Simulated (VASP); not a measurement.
# LiCl (P4_12_12) in VASP: further runs, part 2 of 2

VASP 6.6.1. The steps go on from the part before.

## (3) Single point, PBE

This run uses another cell than the first one, of 20.75 Å³/atom, 0.909 times its volume.

INCAR reads:

```
PREC = Accurate ; ENCUT = 520
EDIFF = 1E-7 ; ISMEAR = 0
SIGMA = 0.1 ; LREAL = False
LASPH = True ; NELM = 80
ALGO = Normal ; ISIF = 2
LWAVE = False ; LCHARG = True
GGA = PE ; LELF = True
LVHAR = True ; NBANDS = 30
```

KPOINTS reads:

```
regular mesh
0
Gamma
  4 2 2
```

POSCAR reads:

```
LiCl
1.0
    0.0000000000      0.0000000000      3.6018913810
    6.7880079088      0.0000000000      0.0000000000
    0.0000000000      6.7880079088      0.0000000000
Li Cl
4 4
Direct
    0.5000000000      0.6621108273      0.6621108273
    0.2500000000      0.1621108273      0.8378891727
    1.0000000000      0.3378891727      0.3378891727
    0.7500000000      0.8378891727      0.1621108273
    0.0000000000      0.8293504099      0.8293504099
    0.7500000000      0.3293504099      0.6706495901
    0.5000000000      0.1706495901      0.1706495901
    0.2500000000      0.6706495901      0.3293504099
```

Potentials or basis: VASP PAW PBE potentials, release 64 (Li_sv, Cl).

Command:

```console
cat potpaw_PBE.64/Li_sv/POTCAR potpaw_PBE.64/Cl/POTCAR > POTCAR
mpirun -np 1 vasp_std > vasp.out
```

OUTCAR:

```text
PREC = Accurate
   ENCUT = 520
   EDIFF = 1E-7
   ISMEAR = 0
   LREAL = False
   LASPH = True
   NELM = 80
   ISIF = 2
   GGA = PE

 ion  position               nearest neighbor table
   1  0.500  0.662  0.662-   5 2.41   5 2.41   8 2.43   6 2.43
   2  0.250  0.162  0.838-   6 2.41   6 2.41   7 2.43   5 2.43
   3  0.000  0.338  0.338-   7 2.41   7 2.41   8 2.43   6 2.43
   4  0.750  0.838  0.162-   8 2.41   8 2.41   5 2.43   7 2.43
   5  0.000  0.829  0.829-   1 2.41   1 2.41   4 2.43   2 2.43
   6  0.750  0.329  0.671-   2 2.41   2 2.41   3 2.43   1 2.43
   7  0.500  0.171  0.171-   3 2.41   3 2.41   4 2.43   2 2.43
   8  0.250  0.671  0.329-   4 2.41   4 2.41   1 2.43   3 2.43

  LATTYP: Found a simple tetragonal cell.
 ALAT       =     6.7880079088
 C/A-ratio  =     0.5306256901

  Lattice vectors:

 A1 = (   6.7880079088,   0.0000000000,   0.0000000000)
 A2 = (   0.0000000000,   6.7880079088,   0.0000000000)
 A3 = (   0.0000000000,   0.0000000000,   3.6018913810)

[... 175 lines left out ...]
 val. band max:       -0.9850541281   @ k =   0.0000   0.0000   0.0000
 cond. band min:       4.7389993868   @ k =   0.0000   0.0000   0.0000
 fundamental gap:      5.7240535150
 Fermi energy:        -0.5349894190

 k-point     1 :       0.0000    0.0000    0.0000
  band No.  band energies     occupation
      1     -44.2927      2.00000
      2     -44.2911      2.00000
      3     -44.2909      2.00000
      4     -44.2909      2.00000
      5     -13.8905      2.00000
      6     -13.5546      2.00000
[... 286 lines left out ...]
     29       9.5462      0.00000
     30       9.5462      0.00000

------------------------ aborting loop because EDIFF is reached ----------------------------------------

  FORCE on cell =-STRESS in cart. coord.  units (eV):
  Direction    XX          YY          ZZ          XY          YZ          ZX
  --------------------------------------------------------------------------------------
  -------------------------------------------------------------------------------------
  Total       -0.0615800     -0.0615800      0.0103110      0.0000000      0.0000000      0.0000000
  in kB       -0.5944770     -0.5944770      0.0995392      0.0000000      0.0000000      0.0000000
  external PRESSURE =      -0.3631383 kB  Pullay stress =       0.0000000 kB

 VOLUME and BASIS-vectors are now :
 -----------------------------------------------------------------------------
  energy-cutoff  :      520.00
  volume of cell :      165.96
      direct lattice vectors                 reciprocal lattice vectors
     0.000000000  0.000000000  3.601891381     0.000000000  0.000000000  0.277631915
     6.788007909  0.000000000  0.000000000     0.147318626  0.000000000  0.000000000
     0.000000000  6.788007909  0.000000000     0.000000000  0.147318626  0.000000000

 POSITION                                       TOTAL-FORCE (eV/Angst)
 -----------------------------------------------------------------------------------
      4.49441      4.49441      1.80095         0.000866      0.000866     -0.000000
      1.10041      5.68760      0.90047         0.000866     -0.000866      0.000000
      2.29359      2.29359      0.00000        -0.000866     -0.000866      0.000000
      5.68760      1.10041      2.70142        -0.000866      0.000866      0.000000
      5.62964      5.62964      0.00000         0.005139      0.005139      0.000000
      2.23563      4.55237      2.70142         0.005139     -0.005139      0.000000
      1.15837      1.15837      1.80095        -0.005139     -0.005139      0.000000
      4.55237      2.23563      0.90047        -0.005139      0.005139      0.000000
 -----------------------------------------------------------------------------------
    total drift:                                0.000000      0.000000     -0.000000

  FREE ENERGIE OF THE ION-ELECTRON SYSTEM (eV)
  ---------------------------------------------------
  free  energy   TOTEN  =       -29.2900580472 eV

  energy  without entropy=      -29.2900580472  energy(sigma->0) =      -29.29005805
```

OSZICAR:

```text
N       E                     dE             d eps       ncg     rms          rms(c)
DAV:   1     0.311884530140E+03    0.31188E+03   -0.17084E+04   540   0.129E+03
DAV:   2     0.109124756099E+02   -0.30097E+03   -0.28672E+03   658   0.297E+02
DAV:   3    -0.223234307087E+02   -0.33236E+02   -0.33083E+02   712   0.922E+01
DAV:   4    -0.294066385331E+02   -0.70832E+01   -0.70473E+01  1056   0.281E+01
DAV:   5    -0.297817940641E+02   -0.37516E+00   -0.37511E+00   754   0.759E+00    0.475E+00
DAV:   6    -0.292480941823E+02    0.53370E+00   -0.11810E+00   728   0.453E+00    0.357E+00
DAV:   7    -0.292396493221E+02    0.84449E-02   -0.40157E-01   816   0.232E+00    0.211E+00
DAV:   8    -0.292855169078E+02   -0.45868E-01   -0.82322E-02   678   0.137E+00    0.441E-01
DAV:   9    -0.292863012976E+02   -0.78439E-03   -0.64911E-03   776   0.349E-01    0.148E-01
DAV:  10    -0.292899479185E+02   -0.36466E-02   -0.39785E-03   612   0.309E-01    0.436E-02
DAV:  11    -0.292900113423E+02   -0.63424E-04   -0.89172E-05   824   0.514E-02    0.152E-02
DAV:  12    -0.292900493388E+02   -0.37997E-04   -0.22023E-05   630   0.241E-02    0.534E-03
DAV:  13    -0.292900579535E+02   -0.86147E-05   -0.97257E-06   716   0.150E-02    0.250E-03
DAV:  14    -0.292900580580E+02   -0.10451E-06   -0.50612E-07   698   0.374E-03    0.958E-04
DAV:  15    -0.292900580472E+02    0.10801E-07   -0.57864E-08   554   0.139E-03
   1 F= -.29290058E+02 E0= -.29290058E+02  d E =-.262012E-10
```

Wall time 23 s (1 thread of Intel Xeon 6975P-C (Granite Rapids), shared host); peak memory 0.24 GiB.

Results:

* Free energy: -29.2901 eV
* Largest force: 0.007 eV/Å
* Band gap on the k mesh: 5.72 eV, direct

Forces in eV/Å, atoms in the order of the input:
```
Li   0.001  0.001  0.000
Li   0.001 -0.001  0.000
Li  -0.001 -0.001  0.000
Li  -0.001  0.001  0.000
Cl   0.005  0.005  0.000
Cl   0.005 -0.005  0.000
Cl  -0.005 -0.005  0.000
Cl  -0.005  0.005  0.000
```

Levels at points of the mesh, in eV from the valence-band top:
```
           k point  band 18  band 19  band 20  band 21  band 22  band 23
(0.00, 0.00, 0.00)    -0.05    -0.02     0.00     5.72     7.84     7.84
(0.50, 0.00, 0.00)    -0.42    -0.11    -0.11     6.86     6.86     8.55
(0.00, 0.50, 0.00)    -0.16    -0.01    -0.01     6.78     6.78     7.69
(0.50, 0.50, 0.00)    -0.55    -0.14    -0.14     7.24     7.24     8.08
(0.00, 0.50, 0.50)    -0.02     0.00     0.00     6.83     6.83     7.52
(0.50, 0.50, 0.50)    -0.43    -0.43    -0.43     7.79     7.79     7.79
```

Caveat: the k points lie up to 0.46 Å⁻¹ apart; the cutoff is under 1.25 times the usual one of these potentials, so pressure, stress and relaxed cells hold a basis-set (Pulay) error.

## (4) Single point, PBE

This run uses another cell than the first one, of 14.43 Å³/atom, 0.632 times its volume.

INCAR reads:

```
SYSTEM = LiCl
PREC     = Accurate       ! precision mode
ENCUT    = 520            ! plane-wave cutoff, eV
EDIFF    = 1E-6           ! SCF threshold, eV
ISMEAR   = 0              ! smearing method
SIGMA    = 0.1            ! smearing width, eV
LREAL    = .False.        ! projectors in reciprocal space
LASPH    = .True.         ! aspherical terms in the spheres
NELM     = 100            ! most SCF steps
ALGO     = Normal         ! electronic algorithm
ISIF     = 2              ! what is computed and relaxed
LWAVE    = .False.        ! write WAVECAR
LCHARG   = .False.        ! write CHGCAR
GGA      = PE             ! functional
NBANDS   = 30             ! bands
```

KPOINTS reads:

```
Automatic mesh
0
Gamma
  4 4 6
  0 0 0
```

POSCAR reads:

```
LiCl
1.0
    5.9576849500      0.0000000000      0.0000000000
    0.0000000000      5.9576849500      0.0000000000
    0.0000000000      0.0000000000      3.2523762300
Li Cl
4 4
Direct
    0.6692432600      0.6692432600      0.5000000000
    0.1692432600      0.8307567400      0.2500000000
    0.3307567400      0.3307567400      0.0000000000
    0.8307567400      0.1692432600      0.7500000000
    0.8307567400      0.8307567400      0.0000000000
    0.3307567400      0.6692432600      0.7500000000
    0.1692432600      0.1692432600      0.5000000000
    0.6692432600      0.3307567400      0.2500000000
```

Command:

```console
cat potpaw_PBE.64/Li_sv/POTCAR potpaw_PBE.64/Cl/POTCAR > POTCAR
mpirun -np 1 vasp_std > vasp.out
```

Run time: 30 s. Hardware: 1 thread of Intel Xeon 6975P-C (Granite Rapids), shared host; peak memory 0.24 GiB.

Results (log left out):

| Property | Result |
| --- | --- |
| Free energy | -26.9994 eV |
| Largest force | 0.295 eV/Å |
| Band gap on the k mesh | 6.28 eV, indirect (least direct gap 6.54 eV) |

Forces in eV/Å, atoms in the order of the input:
```
Li  -0.209 -0.209  0.000
Li  -0.209  0.209  0.000
Li   0.209  0.209  0.000
Li   0.209 -0.209  0.000
Cl   0.047  0.047  0.000
Cl   0.047 -0.047  0.000
Cl  -0.047 -0.047  0.000
Cl  -0.047  0.047  0.000
```

Levels at points of the mesh, in eV from the valence-band top:
```tsv
k point	band 18	band 19	band 20	band 21	band 22	band 23
(0.00, 0.00, 0.00)	-0.22	-0.12	-0.12	6.72	8.12	8.12
(0.50, 0.00, 0.00)	-0.52	-0.26	-0.26	7.28	7.28	8.51
(0.50, 0.50, 0.00)	-0.26	-0.12	-0.12	6.74	6.74	8.83
(0.00, 0.00, 0.50)	-0.79	-0.26	-0.26	6.28	6.28	9.40
(0.50, 0.00, 0.50)	-1.07	-0.30	-0.30	6.87	6.87	8.88
(0.50, 0.50, 0.50)	-0.87	-0.87	-0.87	7.72	7.72	7.72
```

Caveat: the cutoff is under 1.25 times the usual one of these potentials, so pressure, stress and relaxed cells hold a basis-set (Pulay) error.

## (5) Single point, PBE (volume scaled by 0.88, then relaxed in part)

INCAR reads:

```
PREC = Accurate ; ENCUT = 520
EDIFF = 1E-6 ; ISMEAR = 0
SIGMA = 0.02 ; LREAL = False
LASPH = True ; NELM = 80
ALGO = Normal ; ISIF = 2
LWAVE = False ; LCHARG = False
GGA = PE ; NBANDS = 30
```

KPOINTS reads:

```
Automatic mesh
0
Gamma
  4 4 6
```

POSCAR reads:

```
LiCl
1.0
    6.4788239324      0.0000000000      0.0000000000
    0.0000000000      6.4788239324      0.0000000000
    0.0000000000      0.0000000000      3.4794100050
Li Cl
4 4
Direct
    0.6610553662      0.6610553662      0.5000000000
    0.1610553662      0.8389446338      0.2500000000
    0.3389446338      0.3389446338      0.0000000000
    0.8389446338      0.1610553662      0.7500000000
    0.8276848742      0.8276848742      0.0000000000
    0.3276848742      0.6723151258      0.7500000000
    0.1723151258      0.1723151258      0.5000000000
    0.6723151258      0.3276848742      0.2500000000
```

Command:

```console
cat potpaw_PBE.64/Li_sv/POTCAR potpaw_PBE.64/Cl/POTCAR > POTCAR
mpirun -np 1 vasp_std > vasp.out
```

Run time: 42 s. Hardware: 1 thread of Intel Xeon 6975P-C (Granite Rapids), shared host; peak memory 0.26 GiB.

It converged, with:

```
Free energy            : -29.0593 eV
Largest force          : 0.009 eV/Å
Band gap on the k mesh : 6.10 eV, indirect (least direct gap 6.18 eV)
```

Forces on the atoms (eV/Å):
```
Li  -0.004 -0.004  0.000
Li  -0.004  0.004  0.000
Li   0.004  0.004  0.000
Li   0.004 -0.004  0.000
Cl   0.006  0.006  0.000
Cl   0.006 -0.006  0.000
Cl  -0.006 -0.006  0.000
Cl  -0.006  0.006  0.000
```

Levels at points of the mesh, in eV from the valence-band top:
```tsv
k point	band 17	band 18	band 19	band 20	band 21	band 22	band 23	band 24
(0.00, 0.00, 0.00)	-0.13	-0.11	-0.11	-0.08	6.10	7.99	7.99	8.82
(0.50, 0.00, 0.00)	-0.28	-0.28	-0.11	-0.11	7.06	7.06	7.97	7.97
(0.50, 0.50, 0.00)	-0.10	-0.10	-0.09	-0.09	6.91	6.91	7.94	7.94
(0.00, 0.00, 0.50)	-0.55	-0.55	-0.16	-0.16	6.72	6.72	8.93	8.93
(0.50, 0.00, 0.50)	-0.73	-0.73	-0.20	-0.20	7.21	7.21	8.29	8.29
(0.50, 0.50, 0.50)	-0.58	-0.58	-0.58	-0.58	7.85	7.85	7.85	7.85
```

Caveat: the cell differs from its parent crystal (volume scaled by 0.88, then relaxed in part); the cutoff is under 1.25 times the usual one of these potentials, so pressure, stress and relaxed cells hold a basis-set (Pulay) error. A k mesh can miss the band edges.

## (6) The runs side by side

```csv
cell,k mesh,smearing,gap on the mesh (eV),largest force (eV/Å)
"a = 7.018, b = 7.018, c = 3.707 Å, 8 atoms",4 × 4 × 6,gaussian 0.02 eV,5.38,0.01
"a = 3.602, b = 6.788, c = 6.788 Å, 8 atoms",4 × 2 × 2,gaussian 0.1 eV,5.72,0.01
"a = 5.958, b = 5.958, c = 3.252 Å, 8 atoms",4 × 4 × 6,gaussian 0.1 eV,6.28,0.30
"a = 6.479, b = 6.479, c = 3.479 Å, 8 atoms",4 × 4 × 6,gaussian 0.02 eV,6.10,0.01
```

Alike in all rows: task single point; level PBE; potentials or basis VASP PAW PBE potentials, release 64 (Li_sv, Cl); no spin polarisation; cutoff (eV) 520.

Caveats: some runs use coarse meshes; the cutoff is under 1.25 times the usual one of these potentials, so pressure, stress and relaxed cells hold a basis-set (Pulay) error.

Total energies depend on the potentials used, so only differences within one code and one set of settings carry meaning.
